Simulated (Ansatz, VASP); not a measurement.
## N: VASP beside Ansatz

File INCAR:

```
  ALGO = Normal
  EDIFF = 1E-6
  ENCUT = 520
  GGA = PE
  GGA_COMPAT = False
  ISIF = 2
  ISMEAR = 0
  LASPH = True
  LCHARG = True
  LELF = True
  LREAL = False
  LVHAR = True
  LWAVE = False
  NBANDS = 12
  NELM = 120
  NELMDL = -8
  PREC = Accurate
  SIGMA = 0.01
```

Contents of KPOINTS:

```
k-points
0
Gamma
  1 1 1
```

The input POSCAR:

```
N
1.0
   11.0000000000      0.0000000000      0.0000000000
    0.0000000000     11.5000000000      0.0000000000
    0.0000000000      0.0000000000     12.0000000000
N
2
Direct
    0.5000000000      0.5000000000      0.4540848880
    0.5000000000      0.5000000000      0.5446651120
```

Input for Ansatz:

```yaml
crystal:
  lattice:
    - [11.0, 0.0, 0.0]
    - [0.0, 11.5, 0.0]
    - [0.0, 0.0, 12.0]
  atoms:
    - { symbol: "N", position: [0.5, 0.5, 0.454084888] }
    - { symbol: "N", position: [0.5, 0.5, 0.544665112] }
scf:
  occupations: { method: fixed }
output:
  forces: true
  stress: false
hamiltonian:
  xc: pbe
kpoints:
  mp_grid: { grid: [1, 1, 1] }
basis:
  ecutwfc: 600
```

Alike in both runs: task single point; functional PBE; k mesh 1 × 1 × 1; no spin polarisation.

|  | VASP | Ansatz |
| --- | --- | --- |
| version | VASP 6.6.1 | Ansatz 0.2.0 |
| potentials or method | VASP PAW PBE potentials, release 64 (N), cutoff 520 eV | scalar-relativistic, plane waves, PAW |
| occupations | gaussian, width 0.01 eV | fixed |
| valence electrons in the cell | 10 | 10 |

Ansatz gave:

- rms of the force components (eV/Å): 1.282

Problem. What did VASP give for the same quantities?

Solution. rms of the force components (eV/Å): 2.530.

Atom by atom the forces differ by 1.248 eV/Å (rms over components).

Noted on VASP's run: the standard files for N, O and F lose accuracy on very short bonds.
